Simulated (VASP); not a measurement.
Input of a VASP 6.6.1 run:

Contents of INCAR:

```
SYSTEM = Be32H
PREC = Accurate ; ENCUT = 520
EDIFF = 1E-6 ; ISMEAR = 0
SIGMA = 0.1 ; LREAL = Auto
LASPH = .TRUE. ; NELM = 80
ALGO = Normal ; ISIF = 2
LWAVE = .FALSE. ; LCHARG = .TRUE.
GGA = PE ; LELF = .TRUE.
LVHAR = .TRUE. ; NBANDS = 54
```

File KPOINTS:

```
Automatic mesh
0
Gamma
  4 4 4
  0.5 0.5 0.5
```

The input POSCAR:

```
Be32H
1.0
   -5.6631533473     -1.9617738657      3.5608738295
    5.6631533473      1.9617738657      3.5608738295
   -1.1326306695      5.8853215972     -3.5608738295
Be H
32 1
Direct
    0.2107861042      0.8750015068      0.3359797991
    0.9583604019      0.4996347968      0.7088155035
    0.2101381898      0.6277076610      0.0843862784
    0.4580508123      0.4995777745      0.2081797199
    0.9584375725      0.0012046473      0.2159791782
    0.7068104119      0.6225978952      0.5810149875
    0.2101422916      0.1259412873      0.5826240585
    0.9585489767      0.7428331010      0.9574889234
    0.4570611249      0.7491328009      0.4577507286
    0.9583404898      0.2497365035      0.4589194676
    0.6982781781      0.8715231364      0.8270395380
    0.2081089106      0.3750163905      0.8332378997
    0.7117802528      0.3766164914      0.3353931114
    0.4570081016     -0.0004542209      0.7081720917
    0.7068148900      0.1260547982      0.0844952112
    0.4580651289      0.2501227006      0.9587526159
    0.7918690734      0.6246722518      0.1673737177
    0.5430839580      0.2507154309      0.5431006943
    0.7900367153      0.3721602317      0.9164461169
    0.0415446917      0.2569724929      0.0432058228
    0.5420091242      0.7496732085      0.0420917953
    0.2933726371      0.3773461654      0.4198340974
    0.7899925943      0.8737564657      0.4180969412
    0.5420446715      0.5002505688      0.7926097323
    0.0417499898      0.5001068838      0.2919948998
    0.5430252266      0.0001977717      0.2926043909
    0.2883377017      0.6231659052      0.6654287571
    0.7892134619      0.1246507090      0.6647341106
    0.3019282437      0.1282737165      0.1738504497
    0.0417496632      0.7499537204      0.5418233218
    0.2933804915      0.8738527632      0.9163238513
    0.0416090429     -0.0014441741      0.7847810397
    0.0003011971      0.0000960184      0.0007777636
```

Potentials or basis: VASP PAW PBE potentials, release 64 (Be, H).

Launch:

```bash
$ cat potpaw_PBE.64/Be/POTCAR potpaw_PBE.64/H/POTCAR > POTCAR
$ mpirun -np 1 vasp_std > vasp.out
```

Estimate the band gap on the k mesh.

zero (an odd number of electrons rules out a gap without spin polarisation).

Predict the pressure.

1.8 GPa.

Stress tensor (GPa, compression positive):
```
 2.81 -0.42  0.03
-0.42  2.32 -0.01
 0.03 -0.01  0.21
```

Caveat: the cell differs from its parent crystal (with an interstitial atom, then relaxed in part).
